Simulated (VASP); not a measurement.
# NbH2 (Fm-3m) in VASP: elastic constants with PBEsol

Aim: the elastic constants of NbH2 with PBEsol.

All numbers are computed with VASP 6.6.1; they aren't measurements. Logs are shortened: lines on timing, memory, paths and dates and some standing lists are left out, and cuts for length are marked.

### Step 1. The cell of the first run

Symmetry: Fm-3m, No. 225, cubic system. Conventional cell: a = 4.448 Å, b = 4.448 Å, c = 4.448 Å, α = 90.00°, β = 90.00°, γ = 90.00°. Nb (site symmetry m-3m) has 8 H at 1.93 Å within 2.6 Å. H (site symmetry -43m) has 4 Nb at 1.93 Å and 6 H at 2.22 Å within 2.6 Å.

### Step 2. Elastic constants, PBEsol

INCAR

```
  PREC = Accurate
  ENCUT = 600
  EDIFF = 1E-8
  ISMEAR = -1
  SIGMA = 0.05
  LREAL = False
  LASPH = True
  NELM = 80
  ALGO = Normal
  ISIF = 3
  LWAVE = False
  LCHARG = True
  GGA = PS
  NBANDS = 14
  IBRION = 6
  NFREE = 2
  POTIM = 0.015
  NSW = 1
```

KPOINTS

```
Automatic mesh
0
Gamma
  16 16 16
```

POSCAR

```
NbH2
1.0
    0.0000000000      2.2238216865      2.2238216865
    2.2238216865      0.0000000000      2.2238216865
    2.2238216865      2.2238216865      0.0000000000
Nb H
1 2
Direct
    0.0000000000      0.0000000000      0.0000000000
    0.2500000000      0.2500000000      0.2500000000
    0.7500000000      0.7500000000      0.7500000000
```

Potentials or basis: VASP PAW PBE potentials, release 64 (Nb_sv, H).

The run is started by

```sh
$ cat potpaw_PBE.64/Nb_sv/POTCAR potpaw_PBE.64/H/POTCAR > POTCAR
$ mpirun -np 1 vasp_std > vasp.out
```

OUTCAR:

```text
PREC = Accurate
   ENCUT = 600
   EDIFF = 1E-8
   ISMEAR = -1
   LREAL = False
   LASPH = True
   NELM = 80
   ISIF = 3
   GGA = PS
   IBRION = 6
   NFREE = 2
   POTIM = 0.015
   NSW = 1

 ion  position               nearest neighbor table
   1  0.000  0.000  0.000-   3 1.93   3 1.93   3 1.93   2 1.93   3 1.93   2 1.93   2 1.93   2 1.93

   2  0.250  0.250  0.250-   1 1.93   1 1.93   1 1.93   1 1.93
   3  0.750  0.750  0.750-   1 1.93   1 1.93   1 1.93   1 1.93

  LATTYP: Found a face centered cubic cell.
 ALAT       =     4.4476433730

  Lattice vectors:

 A1 = (   0.0000000000,   2.2238216865,   2.2238216865)
 A2 = (   2.2238216865,   0.0000000000,   2.2238216865)
 A3 = (   2.2238216865,   2.2238216865,   0.0000000000)

Analysis of symmetry for initial positions (statically):
=====================================================================
 Subroutine PRICEL returns:
 Original cell was already a primitive cell.

 Routine SETGRP: Setting up the symmetry group for a
 face centered cubic supercell.

 Subroutine GETGRP returns: Found 48 space group operations
 (whereof 48 operations were pure point group operations)
 out of a pool of 48 trial point group operations.

The static configuration has the point symmetry O_h .

Analysis of symmetry for dynamics (positions and initial velocities):
=====================================================================
 Subroutine PRICEL returns:
 Original cell was already a primitive cell.

 Routine SETGRP: Setting up the symmetry group for a
 face centered cubic supercell.

 Subroutine GETGRP returns: Found 48 space group operations
 (whereof 48 operations were pure point group operations)
 out of a pool of 48 trial point group operations.

The dynamic configuration has the point symmetry O_h .

 Subroutine INISYM returns: Found 48 space group operations
 (whereof 48 operations are pure point group operations),
 and found     1 'primitive' translations

----------------------------------------------------------------------------------------

                                     Primitive cell

  volume of cell :      21.9953

  direct lattice vectors                    reciprocal lattice vectors
     0.000000000  2.223821687  2.223821687    -0.224838171  0.224838171  0.224838171
     2.223821687  0.000000000  2.223821687     0.224838171 -0.224838171  0.224838171
     2.223821687  2.223821687  0.000000000     0.224838171  0.224838171 -0.224838171

  length of vectors
     3.144958789  3.144958789  3.144958789     0.389431135  0.389431135  0.389431135

  position of ions in fractional coordinates (direct lattice)
     0.000000000  0.000000000  0.000000000
     0.250000000  0.250000000  0.250000000
     0.750000000  0.750000000  0.750000000

  ion indices of the primitive-cell ions
   primitive index   ion index
                 1           1
                 2           2
                 3           3

----------------------------------------------------------------------------------------

 KPOINTS: Automatic mesh

Automatic generation of k-mesh.
 Grid dimensions read from file:
 generate k-points for:   16   16   16

 Generating k-lattice:

  Cartesian coordinates                     Fractional coordinates (reciprocal lattice)
    -0.014052386  0.014052386  0.014052386     0.062500000  0.000000000  0.000000000
[... 113 lines left out ...]
  Direction    XX          YY          ZZ          XY          YZ          ZX
  --------------------------------------------------------------------------------------
  -------------------------------------------------------------------------------------
  Total        1.3119801      1.3119801      1.3119801      0.0000000      0.0000000      0.0000000
  in kB       95.5670024     95.5670024     95.5670024      0.0000000      0.0000000      0.0000000
  external PRESSURE =      95.5670024 kB  Pullay stress =       0.0000000 kB
[... 92 lines left out ...]
  FREE ENERGIE OF THE ION-ELECTRON SYSTEM (eV)
  ---------------------------------------------------
  free  energy   TOTEN  =       -18.4518192155 eV

  energy  without entropy=      -18.4449742320  energy(sigma->0) =      -18.44839672

[... ionic steps 4 to 14 ...]

--------------------------------------- Ionic step       15  -------------------------------------------

 number of electron      15.0000001 magnetization

------------------------ aborting loop because EDIFF is reached ----------------------------------------
[... 69 lines left out ...]
--------------------------------------- Ionic step       17  -------------------------------------------

 number of electron      15.0000001 magnetization

 Free energy of the ion-electron system (eV)
  ---------------------------------------------------
  ext. energy  EPLUGINS =         0.00000000
  ---------------------------------------------------
  free energy    TOTEN  =       -18.47606353 eV

  energy without entropy =      -18.46912716  energy(sigma->0) =      -18.47259535

 E-fermi :  10.8388     XC(G=0): -12.5436

 val. band max:       10.8316154370   @ k =   0.2500   0.1875   0.0625
 cond. band min:      10.8422663895   @ k =   0.2500   0.0625   0.5000
 fundamental gap:      0.0106509525
 Fermi energy:        10.8387614252

 k-point     1 :       0.0000    0.0000    0.0000
  band No.  band energies     occupation
      1     -44.3982      2.00000
      2     -20.1265      2.00000
      3     -20.1245      2.00000
      4     -20.1225      2.00000
      5      -0.2735      2.00000
      6       9.3176      2.00000
      7       9.3282      2.00000
      8       9.3379      2.00000
      9       9.6569      2.00000
     10      12.2404      0.00000
     11      12.2405      0.00000
     12      23.5866      0.00000
     13      24.4566      0.00000
     14      24.4892      0.00000
[... 377 lines left out ...]
      1     -44.3863      2.00000
      2     -20.2130      2.00000
      3     -20.1481      2.00000
      4     -20.1303      2.00000
      5       0.0376      2.00000
      6       7.4187      2.00000
      7       9.4821      2.00000
      8       9.5108      2.00000
      9      11.9269      0.00000
     10      11.9763      0.00000
     11      12.2321      0.00000
     12      21.6366      0.00000
     13      24.7254      0.00000
     14      25.2643      0.00000

 [... further k-points ...]
[... 5 lines left out ...]
  --------------------------------------------------------------------------------------
  -------------------------------------------------------------------------------------
  Total        1.3119330      1.3139489      1.3139489      0.0000000      0.0926949      0.0000000
  in kB       95.5635654     95.7104137     95.7104137      0.0000000      6.7520630      0.0000000
  external PRESSURE =      95.6614643 kB  Pullay stress =       0.0000000 kB
[... 18 lines left out ...]
  FREE ENERGIE OF THE ION-ELECTRON SYSTEM (eV)
  ---------------------------------------------------
  free  energy   TOTEN  =       -18.4760635300 eV

  energy  without entropy=      -18.4691271631  energy(sigma->0) =      -18.47259535

 INTERNAL STRAIN TENSORS FROM STRAINED CELLS
 ============================================

 INTERNAL STRAIN TENSOR FOR ION    1 for displacements in x,y,z  (eV/Angst):
          X           Y           Z          XY          YZ          ZX
  --------------------------------------------------------------------------------
  x    -0.00000     0.00000    -0.00000     0.00000     0.00000     0.00000
  y    -0.00000    -0.00000     0.00000    -0.00000     0.00000    -0.00000
  z     0.00000    -0.00000    -0.00000     0.00000     0.00000     0.00000

 INTERNAL STRAIN TENSORS FROM DISPLACED ATOMS
 ============================================

 INTERNAL STRAIN TENSOR FOR ION    1 for displacements in x,y,z  (eV/Angst):
          X           Y           Z          XY          YZ          ZX
  --------------------------------------------------------------------------------
  x     0.00000     0.00000     0.00000     0.00000     0.00000     0.00000
  y     0.00000     0.00000     0.00000     0.00000     0.00000     0.00000
  z     0.00000     0.00000     0.00000     0.00000     0.00000     0.00000

 INTERNAL STRAIN TENSOR FOR ION    3 for displacements in x,y,z  (eV/Angst):
          X           Y           Z          XY          YZ          ZX
  --------------------------------------------------------------------------------
  x     0.00000     0.00000     0.00000     0.00000     6.17077     0.00000
  y    -0.00000     0.00000    -0.00000     0.00000     0.00000     6.17077
  z    -0.00000    -0.00000     0.00000     6.17077     0.00000     0.00000

 Eigenvectors and eigenvalues of the dynamical matrix
 ----------------------------------------------------

   1 f  =   41.227023 THz   259.037026 2PiTHz 1375.185468 cm-1   170.501191 meV
             X         Y         Z           dx          dy          dz
      0.000000  0.000000  0.000000    -0.000000   -0.000000    0.000000
      1.111911  1.111911  1.111911    -0.000000   -0.000000   -0.707107
      3.335733  3.335733  3.335733     0.000000    0.000000    0.707107
[... 43 lines left out ...]
   9 f/i=    0.003350 THz     0.021046 2PiTHz    0.111729 cm-1     0.013853 meV
             X         Y         Z           dx          dy          dz
      0.000000  0.000000  0.000000     0.874402    0.462950    0.000134
      1.111911  1.111911  1.111911     0.090774    0.048060    0.000014
      3.335733  3.335733  3.335733     0.090774    0.048060    0.000014

--------------------------------------------------------------------------------------------------------

 ELASTIC MODULI CONTR FROM IONIC RELAXATION (kBar)
 Direction    XX          YY          ZZ          XY          YZ          ZX
 --------------------------------------------------------------------------------
 XX          -0.0000     -0.0000     -0.0000      0.0000     -0.0000      0.0000
 YY          -0.0000     -0.0000     -0.0000      0.0000     -0.0000     -0.0000
 ZZ          -0.0000     -0.0000     -0.0000     -0.0000     -0.0000      0.0000
 XY           0.0000      0.0000     -0.0000   -797.6773      0.0000      0.0000
 YZ          -0.0000     -0.0000     -0.0000      0.0000   -797.6773     -0.0000
 ZX           0.0000     -0.0000      0.0000      0.0000     -0.0000   -797.6773
 --------------------------------------------------------------------------------

 TOTAL ELASTIC MODULI (kBar)
 Direction    XX          YY          ZZ          XY          YZ          ZX
 --------------------------------------------------------------------------------
 XX        3243.6848   1695.0757   1695.0757      0.0000      0.0000     -0.0000
 YY        1695.0757   3243.6848   1695.0757      0.0000      0.0000     -0.0000
 ZZ        1695.0757   1695.0757   3243.6848     -0.0000     -0.0000      0.0000
 XY           0.0000      0.0000     -0.0000    994.6724      0.0000      0.0000
 YZ           0.0000      0.0000     -0.0000      0.0000    994.6724     -0.0000
 ZX          -0.0000     -0.0000      0.0000      0.0000     -0.0000    994.6724
 --------------------------------------------------------------------------------
```

It took 81 min on 1 thread of Intel Xeon 8259CL, shared host; peak memory 0.76 GiB.

Results:

| Quantity | Value |
| --- | --- |
| Elastic constants C11, C12, C44 | 324, 170, 99 GPa |
| Voigt bulk modulus | 221 GPa |
| Highest phonon frequency at Γ | 1375 cm⁻¹ |

Phonon frequencies in cm⁻¹ (negative: imaginary):
```tsv
q point	frequencies
(0.000, 0.000, 0.000)	0 0 0 1196 1196 1196 1375 1375 1375
```

Elastic tensor in Voigt notation (GPa, in the Cartesian axes of the cell as first typed):
```
324 170 170   0   0   0
170 324 170   0   0   0
170 170 324   0   0   0
  0   0   0  99   0   0
  0   0   0   0  99   0
  0   0   0   0   0  99
```

Clamped-ion elastic tensor (GPa):
```
324 170 170   0   0   0
170 324 170   0   0   0
170 170 324   0   0   0
  0   0   0 179   0   0
  0   0   0   0 179   0
  0   0   0   0   0 179
```

Caveat: the cell is under stress, which shifts elastic constants; the PAW data sets were made with another functional, which shifts forces and pressure a little.
